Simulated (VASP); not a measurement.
Runs of VASP 6.6.1 on Al. The structure is that of space group Fm-3m (No. 225), or close to it. The cells are those of the table. 

```tsv
cell	gap on the mesh (eV)	pressure (GPa)
a = 2.931, b = 2.931, c = 2.816 Å, angles 61.3, 61.3, 57.4°, 1 atom	none	-5.3
a = 2.986, b = 2.986, c = 2.929 Å, angles 60.6, 60.6, 58.7°, 1 atom	none	-9.3
a = 2.818, b = 2.818, c = 2.704 Å, angles 61.3, 61.3, 57.3°, 1 atom	none	4.6
a = 2.704 Å, angles 60.0°, 1 atom	none	13.9
a = 2.706, b = 2.706, c = 2.591 Å, angles 61.4, 61.4, 57.2°, 1 atom	none	21.7
a = 2.986, b = 2.986, c = 3.042 Å, angles 59.4, 59.4, 61.2°, 1 atom	none	-10.6
a = 3.042 Å, angles 60.0°, 1 atom	none	-11.6
a = 2.873, b = 2.873, c = 2.929 Å, angles 59.4, 59.4, 61.3°, 1 atom	none	-5.6
a = 2.929 Å, angles 60.0°, 1 atom	none	-7.8
a = 2.591 Å, angles 60.0°, 1 atom	none	(a)
a = 2.648, b = 2.648, c = 2.704 Å, angles 59.3, 59.3, 61.4°, 1 atom	none	20.8
a = 2.760, b = 2.760, c = 2.816 Å, angles 59.3, 59.3, 61.3°, 1 atom	none	(b)
```

Alike in all rows: task single point; level PBE+D3(BJ); potentials or basis VASP PAW PBE potentials, release 64 (Al); no spin polarisation; k mesh 26 × 26 × 26; cutoff (eV) 520; smearing gaussian 0.15 eV.

Fill in the values left out.

(a) 37.6; (b) 4.0.

Caveats: pairwise dispersion overbinds metals, which lowers pressure and volume.

A gap of «none» marks levels without a gap at the run's occupations.
